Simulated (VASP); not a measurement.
# PbF (R-3m) in VASP: a series of runs

PbF is run at these levels: PBE; tasks: single point, relaxation of cell and atoms.

Program: VASP 6.6.1. These are calculated values, not measurements. Logs are shortened: lines on timing, memory, paths and dates and some standing lists are left out, and cuts for length are marked.

### 1 The cell of the first run

It takes space group R-3m (No. 166, trigonal). The conventional cell has a = 4.252 Å, b = 4.252 Å, c = 7.934 Å, α = 90.00°, β = 90.00°, γ = 120.00°. Within 3.7 Å of Pb (site symmetry -3m) lie 6 F at 2.79 Å and 6 Pb at 3.61 Å. F (site symmetry -3m) has 6 Pb at 2.79 Å and 6 F at 3.61 Å within 3.7 Å.

### 2 Single point, PBE

INCAR

```
SYSTEM = PbF
ALGO     = Normal         ! electronic algorithm
EDIFF    = 1E-6           ! SCF threshold, eV
ENCUT    = 520            ! plane-wave cutoff, eV
GGA      = PE             ! functional
ISIF     = 2              ! what is computed and relaxed
ISMEAR   = 0              ! smearing method
LASPH    = .True.         ! aspherical terms in the spheres
LCHARG   = .True.         ! write CHGCAR
LELF     = .True.         ! ELF
LREAL    = .False.        ! projectors in reciprocal space
LVHAR    = .True.       
LWAVE    = .False.        ! write WAVECAR
NBANDS   = 18             ! bands
NELM     = 100            ! most SCF steps
PREC     = Accurate       ! precision mode
SIGMA    = 0.1            ! smearing width, eV
```

KPOINTS

```
k-points
0
Gamma
  6 6 6
  0 0 0
```

POSCAR

```
PbF
1.0
    2.1257615206      1.2273089844      2.6447227349
   -2.1257615206      1.2273089844      2.6447227349
    0.0000000000     -2.4546179741      2.6447227325
Pb F
1 1
Direct
    0.0000000000      0.0000000000      0.0000000000
    0.5000000000      0.5000000000      0.5000000000
```

Potentials or basis: VASP PAW PBE potentials, release 64 (Pb_d, F).

On the command line:

```sh
$ cat potpaw_PBE.64/Pb_d/POTCAR potpaw_PBE.64/F/POTCAR > POTCAR
$ mpirun -np 1 vasp_std > vasp.out
```

OUTCAR:

```text
SYSTEM = PbF
   EDIFF = 1E-6
   ENCUT = 520
   GGA = PE
   ISIF = 2
   ISMEAR = 0
   LASPH = .True.
   LREAL = .False.
   NELM = 100
   PREC = Accurate

 ion  position               nearest neighbor table
   1  0.000  0.000  0.000-   2 2.79   2 2.79   2 2.79   2 2.79   2 2.79   2 2.79
   2  0.500  0.500  0.500-   1 2.79   1 2.79   1 2.79   1 2.79   1 2.79   1 2.79

  LATTYP: Found a trigonal (rhomboedric) cell.
 ALAT       =     3.6082832109
 COS(alpha) =     0.3058427829

  Lattice vectors:

 A1 = (   2.1257615206,   1.2273089844,   2.6447227349)
 A2 = (  -2.1257615206,   1.2273089844,   2.6447227349)
 A3 = (   0.0000000000,  -2.4546179741,   2.6447227325)

Analysis of symmetry for initial positions (statically):
=====================================================================
 Subroutine PRICEL returns:
 Original cell was already a primitive cell.

 Routine SETGRP: Setting up the symmetry group for a
 trigonal (rhombohedral) supercell.

 Subroutine GETGRP returns: Found 12 space group operations
 (whereof 12 operations were pure point group operations)
 out of a pool of 12 trial point group operations.

The static configuration has the point symmetry D_3d.

Analysis of symmetry for dynamics (positions and initial velocities):
=====================================================================
 Subroutine PRICEL returns:
 Original cell was already a primitive cell.

 Routine SETGRP: Setting up the symmetry group for a
 trigonal (rhombohedral) supercell.

 Subroutine GETGRP returns: Found 12 space group operations
 (whereof 12 operations were pure point group operations)
 out of a pool of 12 trial point group operations.

The dynamic configuration has the point symmetry D_3d.

 Subroutine INISYM returns: Found 12 space group operations
 (whereof 12 operations are pure point group operations),
 and found     1 'primitive' translations

----------------------------------------------------------------------------------------

                                     Primitive cell

  volume of cell :      41.4000

  direct lattice vectors                    reciprocal lattice vectors
     2.125761521  1.227308984  2.644722735     0.235209827  0.135798457  0.126037157
    -2.125761521  1.227308984  2.644722735    -0.235209827  0.135798457  0.126037157
     0.000000000 -2.454617974  2.644722733     0.000000000 -0.271596914  0.126037156

  length of vectors
     3.608283211  3.608283211  3.608283211     0.299416514  0.299416514  0.299416514

  position of ions in fractional coordinates (direct lattice)
     0.000000000  0.000000000  0.000000000
     0.500000000  0.500000000  0.500000000

  ion indices of the primitive-cell ions
   primitive index   ion index
                 1           1
                 2           2

----------------------------------------------------------------------------------------

 KPOINTS: k-points

Automatic generation of k-mesh.
 Grid dimensions read from file:
 generate k-points for:    6    6    6

 Generating k-lattice:

  Cartesian coordinates                     Fractional coordinates (reciprocal lattice)
     0.039201638  0.022633076  0.021006193     0.166666667  0.000000000  0.000000000
    -0.039201638  0.022633076  0.021006193     0.000000000  0.166666667  0.000000000
     0.000000000 -0.045266152  0.021006193     0.000000000  0.000000000  0.166666667

  Length of vectors
     0.049902752  0.049902752  0.049902752

  Shift w.r.t. Gamma in fractional coordinates (k-lattice)
     0.000000000  0.000000000  0.000000000

 Subroutine IBZKPT returns following result:
 ===========================================

 Found     32 irreducible k-points:

 Following reciprocal coordinates:
            Coordinates               Weight
  0.000000  0.000000  0.000000      1.000000
  0.166667  0.000000  0.000000      6.000000
  0.333333  0.000000  0.000000      6.000000
  0.500000  0.000000  0.000000      3.000000
  0.166667  0.166667  0.000000      6.000000
  0.333333  0.166667  0.000000     12.000000
[... 16 lines left out ...]
  0.500000  0.500000  0.166667      6.000000
 -0.333333  0.500000  0.166667     12.000000
 [... further k-points ...]
   k-points           NKPTS =     32   k-points in BZ     NKDIM =     32   number of bands    NBANDS=     18
   number of dos      NEDOS =    301   number of ions     NIONS =      2
   total plane-waves  NPLWV =  21952
   dimension x,y,z NGX =    28 NGY =   28 NGZ =   28
   dimension x,y,z NGXF=    56 NGYF=   56 NGZF=   56
   ions per type =               1   1
   NGX,Y,Z   is equivalent  to a cutoff of  12.90, 12.90, 12.90 a.u.
   NGXF,Y,Z  is equivalent  to a cutoff of  25.80, 25.80, 25.80 a.u.
 SYSTEM =  PbF
   PREC   = accura    normal or accurate (medium, high low for compatibility)
   ISTART =      0    job   : 0-new  1-cont  2-samecut
   ICHARG =      2    charge: 1-file 2-atom 10-const
   ISPIN  =      1    spin polarized calculation?
   LNONCOLLINEAR =      F non collinear calculations
   LSORBIT =      F    spin-orbit coupling
   LASPH  =      T    aspherical Exc in radial PAW
   ENCUT  =  520.0 eV  38.22 Ry    6.18 a.u.   6.71  6.71  6.71*2*pi/ulx,y,z
   NELM   =    100;   NELMIN=  2; NELMDL= -5     # of ELM steps
   EDIFF  = 0.1E-05   stopping-criterion for ELM
   LREAL  =      F    real-space projection
   EDIFFG = 0.1E-04   stopping-criterion for IOM
   NSW    =      0    number of steps for IOM
   IBRION =     -1    ionic relax: 0-MD 1-quasi-New 2-CG
   NFREE  =      0    steps in history (QN), initial steepest desc. (CG)
   ISIF   =      2    stress and relaxation
   ISYM   =      2    0-nonsym 1-usesym 2-fastsym
   POTIM  = 0.5000    time-step for ionic-motion
   TEBEG  =    0.0;   TEEND  =   0.0 temperature during run
   PSTRESS=    0.0 pullay stress
   NELECT =      21.0000    total number of electrons
   NUPDOWN=      -1.0000    fix difference up-down
   EMIN   =  10.00;   EMAX   =-10.00  energy-range for DOS
   EFERMI =   0.00;   METHOD = LEGACY
   ISMEAR =     0;   SIGMA  =   0.10  broadening in eV -4-tet -1-fermi 0-gaus
   EFERMI_NEDOS =   21; number of points for ismear=-14 and -15
   IALGO  =     38    algorithm
   IMIX   =      4    mixing-type and parameters
     AMIX     =   0.40;   BMIX     =  1.00
     AMIX_MAG =   1.60;   BMIX_MAG =  1.00
  volume/ion in A,a.u.               =      20.70       139.69
  Fermi-wavevector in a.u.,A,eV,Ry     =   1.305614  2.467252 23.192854  1.704627
  Thomas-Fermi vector in A             =   2.436471
   LORBIT       =      0    0 simple, 1 ext, 2 COOP (PROOUT), +10 PAW based schemes
   GGA     = PE    functional components
   LHFCALC =     F    Hartree Fock is set to
   AEXX    =    0.0000 exact exchange contribution
   IVDW    =     0    specifies the selected vdW correction
   LEPSILON=     F    determine dielectric tensor
   LRPA    =     F    only Hartree local field effects (RPA)
 non-spin polarized calculation
 Gauss-broadening in eV      SIGMA  =   0.10
  energy-cutoff  :      520.00
  volume of cell :       41.40
 maximum number of plane-waves:      1128
   NGX = 13   NGY = 13   NGZ = 13

 number of electron      21.0000004 magnetization

 Free energy of the ion-electron system (eV)
  ---------------------------------------------------
  ext. energy  EPLUGINS =         0.00000000
  ---------------------------------------------------
  free energy    TOTEN  =        -8.07844163 eV

  energy without entropy =       -8.07299798  energy(sigma->0) =       -8.07571981

 E-fermi :   5.9518     XC(G=0):  -9.8825

 val. band max:        5.8870502004   @ k =   0.5000   0.3333   0.0000
 cond. band min:       5.9899377975   @ k =  -0.3333   0.3333   0.1667
 fundamental gap:      0.1028875972
 Fermi energy:         5.9518011880

 k-point     1 :       0.0000    0.0000    0.0000
  band No.  band energies     occupation
      1     -17.7910      2.00000
      2     -11.7737      2.00000
      3     -11.7737      2.00000
      4     -11.6037      2.00000
      5     -11.6037      2.00000
      6     -11.5784      2.00000
[... 10 lines left out ...]
     17      17.7319      0.00000
     18      20.7581      0.00000

 k-point     2 :       0.1667    0.0000    0.0000
  band No.  band energies     occupation
      1     -17.7690      2.00000
      2     -11.7695      2.00000
      3     -11.7450      2.00000
      4     -11.6178      2.00000
      5     -11.6040      2.00000
      6     -11.5787      2.00000
[... 10 lines left out ...]
     17      18.3085      0.00000
     18      19.3546      0.00000

 k-point     3 :       0.3333    0.0000    0.0000
  band No.  band energies     occupation
      1     -17.7250      2.00000
      2     -11.7650      2.00000
      3     -11.7103      2.00000
      4     -11.6421      2.00000
      5     -11.6068      2.00000
      6     -11.5560      2.00000
[... 10 lines left out ...]
     17      18.3984      0.00000
     18      19.9159      0.00000

 k-point     4 :       0.5000    0.0000    0.0000
  band No.  band energies     occupation
      1     -17.7029      2.00000
      2     -11.7654      2.00000
      3     -11.7048      2.00000
      4     -11.6513      2.00000
      5     -11.6100      2.00000
      6     -11.5317      2.00000
[... 10 lines left out ...]
     17      17.7964      0.00000
     18      20.7528      0.00000

 k-point     5 :       0.1667    0.1667    0.0000
  band No.  band energies     occupation
      1     -17.7598      2.00000
      2     -11.7598      2.00000
      3     -11.7183      2.00000
      4     -11.6282      2.00000
      5     -11.6001      2.00000
      6     -11.5845      2.00000
[... 10 lines left out ...]
     17      17.9751      0.00000
     18      18.7688      0.00000

 k-point     6 :       0.3333    0.1667    0.0000
  band No.  band energies     occupation
      1     -17.7269      2.00000
      2     -11.7517      2.00000
      3     -11.6841      2.00000
      4     -11.6411      2.00000
      5     -11.6015      2.00000
      6     -11.5596      2.00000
[... 10 lines left out ...]
     17      17.9618      0.00000
     18      20.6194      0.00000

 k-point     7 :       0.5000    0.1667    0.0000
  band No.  band energies     occupation
      1     -17.7031      2.00000
      2     -11.7460      2.00000
      3     -11.6825      2.00000
      4     -11.6427      2.00000
      5     -11.6053      2.00000
      6     -11.5340      2.00000
[... 10 lines left out ...]
     17      18.1672      0.00000
     18      20.6633      0.00000

 k-point     8 :      -0.3333    0.1667   -0.0000
  band No.  band energies     occupation
      1     -17.7124      2.00000
      2     -11.7432      2.00000
      3     -11.6909      2.00000
      4     -11.6305      2.00000
      5     -11.6057      2.00000
      6     -11.5646      2.00000
[... 10 lines left out ...]
     17      19.0708      0.00000
     18      20.6404      0.00000
[... 229 lines left out ...]
     17      17.9305      0.00000
     18      20.5482      0.00000

 k-point    20 :       0.5000    0.3333    0.1667
  band No.  band energies     occupation
      1     -17.6908      2.00000
      2     -11.7081      2.00000
      3     -11.6675      2.00000
      4     -11.6442      2.00000
      5     -11.5983      2.00000
      6     -11.5251      2.00000
[... 10 lines left out ...]
     17      18.3569      0.00000
     18      21.0316      0.00000

 k-point    21 :      -0.3333    0.3333    0.1667
  band No.  band energies     occupation
      1     -17.6944      2.00000
      2     -11.6946      2.00000
      3     -11.6627      2.00000
      4     -11.6273      2.00000
      5     -11.5894      2.00000
      6     -11.5611      2.00000
[... 10 lines left out ...]
     17      20.1681      0.00000
     18      21.9973      0.00000

 k-point    22 :      -0.1667    0.3333    0.1667
  band No.  band energies     occupation
      1     -17.7124      2.00000
      2     -11.7205      2.00000
      3     -11.6745      2.00000
      4     -11.6108      2.00000
      5     -11.6060      2.00000
      6     -11.5702      2.00000
[... 10 lines left out ...]
     17      19.5733      0.00000
     18      21.4610      0.00000

 k-point    23 :       0.5000    0.5000    0.1667
  band No.  band energies     occupation
      1     -17.6892      2.00000
      2     -11.7223      2.00000
      3     -11.6539      2.00000
      4     -11.6218      2.00000
      5     -11.5752      2.00000
      6     -11.5057      2.00000
[... 10 lines left out ...]
     17      18.8568      0.00000
     18      22.5035      0.00000

 k-point    24 :      -0.3333    0.5000    0.1667
  band No.  band energies     occupation
      1     -17.6946      2.00000
      2     -11.7130      2.00000
      3     -11.6509      2.00000
      4     -11.6045      2.00000
      5     -11.5817      2.00000
      6     -11.5315      2.00000
[... 10 lines left out ...]
     17      20.7724      0.00000
     18      21.9171      0.00000

 [... further k-points ...]
[... 5 lines left out ...]
  --------------------------------------------------------------------------------------
  -------------------------------------------------------------------------------------
  Total       -0.1345397     -0.1345397     -0.0095705      0.0000000     -0.0000000      0.0000000
  in kB       -5.2066822     -5.2066822     -0.3703774      0.0000000     -0.0000000      0.0000000
  external PRESSURE =      -3.5945806 kB  Pullay stress =       0.0000000 kB

 VOLUME and BASIS-vectors are now :
 -----------------------------------------------------------------------------
  energy-cutoff  :      520.00
  volume of cell :       41.40
      direct lattice vectors                 reciprocal lattice vectors
     2.125761521  1.227308984  2.644722735     0.235209827  0.135798457  0.126037157
    -2.125761521  1.227308984  2.644722735    -0.235209827  0.135798457  0.126037157
     0.000000000 -2.454617974  2.644722733     0.000000000 -0.271596914  0.126037156

 POSITION                                       TOTAL-FORCE (eV/Angst)
 -----------------------------------------------------------------------------------
      0.00000      0.00000      0.00000        -0.000000      0.000000     -0.000000
      0.00000     -0.00000      3.96708         0.000000     -0.000000      0.000000
 -----------------------------------------------------------------------------------
    total drift:                               -0.000000     -0.000000      0.000000

  FREE ENERGIE OF THE ION-ELECTRON SYSTEM (eV)
  ---------------------------------------------------
  free  energy   TOTEN  =        -8.0784416320 eV

  energy  without entropy=       -8.0729979791  energy(sigma->0) =       -8.07571981
```

It took 16 s on 1 thread of Intel Xeon Platinum 8488C (Sapphire Rapids), shared host; peak memory 0.17 GiB.

Results:

```yaml
Free_energy: -8.0784 eV
Pressure: -0.4 GPa
```

Caveat: spin-orbit coupling is left out, which moves the levels of the heavy elements; an odd number of electrons without spin polarisation forces a metal; a magnetic or distorted state may lie lower.

### 3 Single point, PBE

This run uses another cell than the first one, of 24.89 Å³/atom, 1.202 times its volume.

INCAR

```
ALGO = Normal
EDIFF = 1E-7
ENCUT = 520
GGA = PE
ISIF = 2
ISMEAR = 0
LASPH = T
LCHARG = F
LREAL = F
LWAVE = F
NBANDS = 18
NELM = 100
PREC = Accurate
SIGMA = 0.1
```

KPOINTS

```
k-points
0
Gamma
  6 6 6
```

POSCAR

```
PbF
1.0
    2.4098803600      1.3913450700      2.4740434600
   -2.4098803600      1.3913450700      2.4740434600
    0.0000000000     -2.7826901500      2.4740434600
Pb F
1 1
Direct
    0.0000000000      0.0000000000      0.0000000000
    0.5000000000      0.5000000000      0.5000000000
```

Potentials or basis: VASP PAW PBE potentials, release 64 (Pb_d, F).

On the command line:

```sh
$ cat potpaw_PBE.64/Pb_d/POTCAR potpaw_PBE.64/F/POTCAR > POTCAR
$ mpirun -np 1 vasp_std > vasp.out
```

Wall time 21 s (1 thread of Intel Xeon Platinum 8488C (Sapphire Rapids), shared host); peak memory 0.17 GiB.

The run converged. Its results:

```yaml
Free_energy: -7.7114 eV
Pressure: -7.0 GPa
```

Stress tensor (GPa, compression positive):
```
-8.96  0.00  0.00
 0.00 -8.96  0.00
 0.00  0.00 -3.24
```

Levels at points of the mesh, in eV from the Fermi level:
```csv
k point,band 7,band 8,band 9,band 10,band 11,band 12,band 13,band 14
"(0.00, 0.00, 0.00)",-9.48,-4.02,-4.02,-3.62,4.09,4.14,4.14,7.48
"(0.50, 0.00, 0.00)",-9.01,-3.79,-3.61,-3.27,-1.66,3.80,4.44,9.08
"(0.50, 0.50, 0.00)",-7.69,-4.87,-4.69,-3.72,0.08,1.10,5.06,6.12
"(0.50, 0.50, 0.50)",-7.00,-4.07,-4.07,-3.74,-1.07,0.57,0.57,6.81
```

Caveat: spin-orbit coupling is left out, which moves the levels of the heavy elements; an odd number of electrons without spin polarisation forces a metal; a magnetic or distorted state may lie lower.

(Continued in part 2 of 2.)
